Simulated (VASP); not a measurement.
## ZnO: single point with PBE

ZnO:

```xyz
8
Lattice="3.2718 0.0000 0.0000 -1.6359 2.8335 0.0000 0.0000 0.0000 10.6303" Properties=species:S:1:pos:R:3 pbc="T T T"
Zn    0.0000    0.0000   -0.0059
Zn    0.0000    1.8890    2.6538
Zn    0.0000    0.0000    5.3092
Zn    1.6359    0.9445    7.9690
O     0.0000    0.0000    1.9993
O     0.0000    1.8890    4.6543
O     0.0000    0.0000    7.3144
O     1.6359    0.9445    9.9694
```

```
Program             : VASP 6.6.1
Task                : single point
Functional          : PBE
Potentials or basis : VASP PAW PBE potentials, release 64 (Zn, O)
Cutoff              : 520 eV
k mesh              : 9 × 9 × 2
Occupations         : gaussian, width 0.01 eV
Spin                : no spin polarisation
```

```yaml
Pressure: 0.9 GPa
Band_gap_on_the_k_mesh: 0.67 eV, direct
```

Levels at points of the mesh, in eV from the valence-band top:
```
           k point  band 34  band 35  band 36  band 37  band 38  band 39
(0.00, 0.00, 0.00)    -0.04     0.00     0.00     0.67     3.21     3.36
(0.00, 0.00, 0.50)    -0.11    -0.11    -0.11     1.79     1.79     4.61
```

Run time: 65 s on 1 thread of Intel(R) Xeon(R) 6975P-C (Granite Rapids), on a shared host, peak memory 0.24 GiB.

Expect the measured gap to be larger: semilocal functionals such as PBE lack the derivative discontinuity.
